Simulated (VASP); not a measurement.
# Al (P6_3/mmc) in VASP: single point with r2SCAN+D4

Aim: the single point of Al with r2SCAN+D4.

Program: VASP 6.6.1. These are calculated values, not measurements. Logs are shortened: lines on timing, memory, paths and dates and some standing lists are left out, and cuts for length are marked.

### Step 1. The cell of the first run

The structure is hexagonal, space group P6_3/mmc (No. 194). Conventional cell: a = 2.812 Å, b = 2.812 Å, c = 4.867 Å, α = 90.00°, β = 90.00°, γ = 120.00°. Al (site symmetry -6m2) has 12 Al at 2.81 to 2.93 Å within 3.7 Å.

### Step 2. Single point, r2SCAN+D4

Input file POSCAR:

```
Al
1.0
    2.8124550000      0.0000000000      0.0000000000
   -1.4062280000      2.4356580000      0.0000000000
    0.0000000000      0.0000000000      4.8668500000
Al
2
Direct
    0.6666666667      0.3333333333      0.7500000000
    0.3333333333      0.6666666667      0.2500000000
```

Input file INCAR.step1:

```
SYSTEM = Al
PREC     = Accurate       ! precision mode
ENCUT    = 520            ! plane-wave cutoff, eV
ISMEAR   = -1             ! smearing method
SIGMA    = 0.05           ! smearing width, eV
LREAL    = .False.        ! projectors in reciprocal space
LASPH    = .True.         ! aspherical terms in the spheres
NELM     = 100            ! most SCF steps
NBANDS   = 10             ! bands
GGA      = PE             ! functional
ALGO     = Normal         ! electronic algorithm
EDIFF    = 1E-4           ! SCF threshold, eV
LWAVE    = .True.         ! write WAVECAR
LCHARG   = .False.        ! write CHGCAR
```

Input file INCAR.step2:

```
SYSTEM = Al
PREC     = Accurate       ! precision mode
ENCUT    = 520            ! plane-wave cutoff, eV
EDIFF    = 1E-7           ! SCF threshold, eV
ISMEAR   = -1             ! smearing method
SIGMA    = 0.05           ! smearing width, eV
LREAL    = .False.        ! projectors in reciprocal space
LASPH    = .True.         ! aspherical terms in the spheres
NELM     = 100            ! most SCF steps
ALGO     = Normal         ! electronic algorithm
ISIF     = 2              ! what is computed and relaxed
LWAVE    = .False.        ! write WAVECAR
LCHARG   = .False.        ! write CHGCAR
METAGGA  = R2SCAN         ! meta-GGA
LMIXTAU  = .True.       
IVDW     = 13             ! dispersion correction
VDW_S6   = 1.0          
VDW_S8   = 0.6018749    
VDW_A1   = 0.51559235   
VDW_A2   = 5.77342911   
NBANDS   = 10             ! bands
ISTART   = 1
```

Input file KPOINTS:

```
Automatic mesh
0
Gamma
  9 9 5
  0 0 0
```

Potentials or basis: VASP PAW PBE potentials, release 64 (Al).

Run with:

```bash
$ cat potpaw_PBE.64/Al/POTCAR > POTCAR
$ cp INCAR.step1 INCAR
$ mpirun -np 1 vasp_std > vasp.out
$ cp INCAR.step2 INCAR
$ mpirun -np 1 vasp_std > vasp.out
```

OUTCAR:

```text
SYSTEM = Al
   PREC = Accurate
   ENCUT = 520
   EDIFF = 1E-7
   ISMEAR = -1
   LREAL = .False.
   LASPH = .True.
   NELM = 100
   ISIF = 2
   METAGGA = R2SCAN
   IVDW = 13
   ISTART = 1

 ion  position               nearest neighbor table
   1  0.667  0.333  0.750-   2 2.93   2 2.93   2 2.93   2 2.93   2 2.93   2 2.93
   2  0.333  0.667  0.250-   1 2.93   1 2.93   1 2.93   1 2.93   1 2.93   1 2.93

  LATTYP: Found a hexagonal cell.
 ALAT       =     2.8124550000
 C/A-ratio  =     1.7304632430

  Lattice vectors:

 A1 = (   2.8124550000,   0.0000000000,   0.0000000000)
 A2 = (  -1.4062280000,   2.4356580000,   0.0000000000)
 A3 = (   0.0000000000,   0.0000000000,   4.8668500000)

Analysis of symmetry for initial positions (statically):
=====================================================================
 Subroutine PRICEL returns:
 Original cell was already a primitive cell.

 Routine SETGRP: Setting up the symmetry group for a
 hexagonal supercell.

 Subroutine GETGRP returns: Found 24 space group operations
 (whereof 12 operations were pure point group operations)
 out of a pool of 24 trial point group operations.

The static configuration has the point symmetry D_3d.
 The point group associated with its full space group is D_6h.

Analysis of symmetry for dynamics (positions and initial velocities):
=====================================================================
 Subroutine PRICEL returns:
 Original cell was already a primitive cell.

 Routine SETGRP: Setting up the symmetry group for a
 hexagonal supercell.

 Subroutine GETGRP returns: Found 24 space group operations
 (whereof 12 operations were pure point group operations)
 out of a pool of 24 trial point group operations.

The dynamic configuration has the point symmetry D_3d.
 The point group associated with its full space group is D_6h.

 Subroutine INISYM returns: Found 24 space group operations
 (whereof 12 operations are pure point group operations),
 and found     1 'primitive' translations

----------------------------------------------------------------------------------------

                                     Primitive cell

  volume of cell :      33.3388

  direct lattice vectors                    reciprocal lattice vectors
     2.812455000  0.000000000  0.000000000     0.355561245  0.205283409  0.000000000
    -1.406228000  2.435658000  0.000000000     0.000000000  0.410566672  0.000000000
     0.000000000  0.000000000  4.866850000     0.000000000  0.000000000  0.205471712

  length of vectors
[... 90 lines left out ...]
   POTIM  = 0.5000    time-step for ionic-motion
   TEBEG  =    0.0;   TEEND  =   0.0 temperature during run
   PSTRESS=    0.0 pullay stress
   NELECT =       6.0000    total number of electrons
   NUPDOWN=      -1.0000    fix difference up-down
   EMIN   =  10.00;   EMAX   =-10.00  energy-range for DOS
   EFERMI =   0.00;   METHOD = LEGACY
   ISMEAR =    -1;   SIGMA  =   0.05  broadening in eV -4-tet -1-fermi 0-gaus
   EFERMI_NEDOS =   21; number of points for ismear=-14 and -15
   IALGO  =     38    algorithm
   IMIX   =      4    mixing-type and parameters
     AMIX     =   0.40;   BMIX     =  1.00
     AMIX_MAG =   1.60;   BMIX_MAG =  1.00
  volume/ion in A,a.u.               =      16.67       112.49
  Fermi-wavevector in a.u.,A,eV,Ry     =   0.924291  1.746656 11.623641  0.854313
  Thomas-Fermi vector in A             =   2.050021
   LORBIT       =      0    0 simple, 1 ext, 2 COOP (PROOUT), +10 PAW based schemes
   METAGGA = R2SCAN    functional components
   LHFCALC =     F    Hartree Fock is set to
   AEXX    =    0.0000 exact exchange contribution
   IVDW    =    13    specifies the selected vdW correction
   LEPSILON=     F    determine dielectric tensor
   LRPA    =     F    only Hartree local field effects (RPA)
 non-spin polarized calculation
  energy-cutoff  :      520.00
  volume of cell :       33.34
 maximum number of plane-waves:       917
 NGX is ok and might be reduce to    24
   NGX = 11   NGY = 11   NGZ = 19

 number of electron       6.0000000 magnetization

 Free energy of the ion-electron system (eV)
  ---------------------------------------------------
  ext. energy  EPLUGINS =         0.00000000
  ---------------------------------------------------
  free energy    TOTEN  =       -13.40418863 eV

  energy without entropy =      -13.39930721  energy(sigma->0) =      -13.40174792

 E-fermi :   7.9672     XC(G=0): -10.8757

 val. band max:        7.8220052052   @ k =   0.3333   0.0000   0.0000
 cond. band min:       8.0024580900   @ k =   0.3333   0.2222   0.2000
 fundamental gap:      0.1804528848
 Fermi energy:         7.9671782806

 k-point     1 :       0.0000    0.0000    0.0000
  band No.  band energies     occupation
      1      -3.8675      2.00000
      2       2.6371      2.00000
      3       2.6597      2.00000
      4      19.6939      0.00000
      5      20.1583      0.00000
      6      20.1583      0.00000
      7      20.2690      0.00000
      8      20.2690      0.00000
      9      21.2549      0.00000
     10      23.6578      0.00000
[... 287 lines left out ...]
 k-point    24 :       0.3333    0.3333    0.2000
  band No.  band energies     occupation
      1       4.8981      2.00000
      2       4.8981      2.00000
      3       4.9279      2.00000
      4       8.5838      0.00001
      5       9.0578      0.00000
      6       9.0578      0.00000
      7      13.9923      0.00000
      8      14.1017      0.00000
      9      14.1017      0.00000
     10      24.4886      0.00000

 [... further k-points ...]

------------------------ aborting loop because EDIFF is reached ----------------------------------------

  DFT-D4 for vdW energy calculation

  Edisp (eV):   -0.23440

  FORCE on cell =-STRESS in cart. coord.  units (eV):
  Direction    XX          YY          ZZ          XY          YZ          ZX
  --------------------------------------------------------------------------------------
  -------------------------------------------------------------------------------------
  Total      -0.82542    -0.82542    -0.85877     0.00000    -0.00000     0.00000
  in kB     -39.66764   -39.66765   -41.27025     0.00001    -0.00000     0.00000
  external pressure =      -40.20 kB  Pullay stress =        0.00 kB

 VOLUME and BASIS-vectors are now :
 -----------------------------------------------------------------------------
  energy-cutoff  :      520.00
  volume of cell :       33.34
      direct lattice vectors                 reciprocal lattice vectors
     2.812455000  0.000000000  0.000000000     0.355561245  0.205283409  0.000000000
    -1.406228000  2.435658000  0.000000000     0.000000000  0.410566672  0.000000000
     0.000000000  0.000000000  4.866850000     0.000000000  0.000000000  0.205471712

 POSITION                                       TOTAL-FORCE (eV/Angst)
 -----------------------------------------------------------------------------------
      1.40623      0.81189      3.65014        -0.000000      0.000000      0.000000
     -0.00000      1.62377      1.21671         0.000000      0.000000      0.000000
 -----------------------------------------------------------------------------------
    total drift:                                0.000000     -0.000000     -0.000000

  FREE ENERGIE OF THE ION-ELECTRON SYSTEM (eV)
  ---------------------------------------------------
  free  energy   TOTEN  =       -13.6385888650 eV

  energy  without entropy=      -13.6337074438  energy(sigma->0) =      -13.63614815
```

OSZICAR.step1:

```text
N       E                     dE             d eps       ncg     rms          rms(c)
DAV:   1    -0.392022010012E+00   -0.39202E+00   -0.23152E+03   720   0.474E+02
DAV:   2    -0.736423940329E+01   -0.69722E+01   -0.66756E+01   948   0.518E+01
DAV:   3    -0.749832911656E+01   -0.13409E+00   -0.13374E+00   962   0.614E+00
DAV:   4    -0.749889464485E+01   -0.56553E-03   -0.56550E-03   880   0.445E-01
DAV:   5    -0.749890005303E+01   -0.54082E-05   -0.54078E-05   898   0.439E-02    0.180E+00
DAV:   6    -0.747122252777E+01    0.27678E-01   -0.32976E-03   822   0.313E-01    0.104E+00
DAV:   7    -0.745153768007E+01    0.19685E-01   -0.93866E-03   796   0.492E-01    0.172E-01
DAV:   8    -0.745144851826E+01    0.89162E-04   -0.92732E-05   914   0.566E-02
   1 F= -.74514485E+01 E0= -.74490604E+01  d E =-.477621E-02
```

Run time: 30 s. Hardware: 1 thread of Intel Xeon Platinum 8488C (Sapphire Rapids), shared host; peak memory 0.15 GiB.

What came out:

| Quantity | Value |
| --- | --- |
| Free energy | -13.6386 eV |
| Pressure | -4.0 GPa |
| Band gap on the k mesh | zero (band 3 reaches 10.21 eV, above the bottom of band 4 at 5.34 eV) |
| Dispersion energy per atom | -0.117 eV |

Stress tensor (GPa, compression positive):
```
-3.97  0.00  0.00
 0.00 -3.97  0.00
 0.00  0.00 -4.13
```

Levels at points of the mesh, in eV from the Fermi level:
| k point | band 1 | band 2 | band 3 | band 4 | band 5 | band 6 | band 7 |
| --- | --- | --- | --- | --- | --- | --- | --- |
| (0.00, 0.00, 0.00) | -11.83 | -5.33 | -5.31 | 11.73 | 12.19 | 12.19 | 12.30 |

Caveat: the PAW data sets were made with another functional, which shifts forces and pressure a little; pairwise dispersion overbinds metals, which lowers pressure and volume.
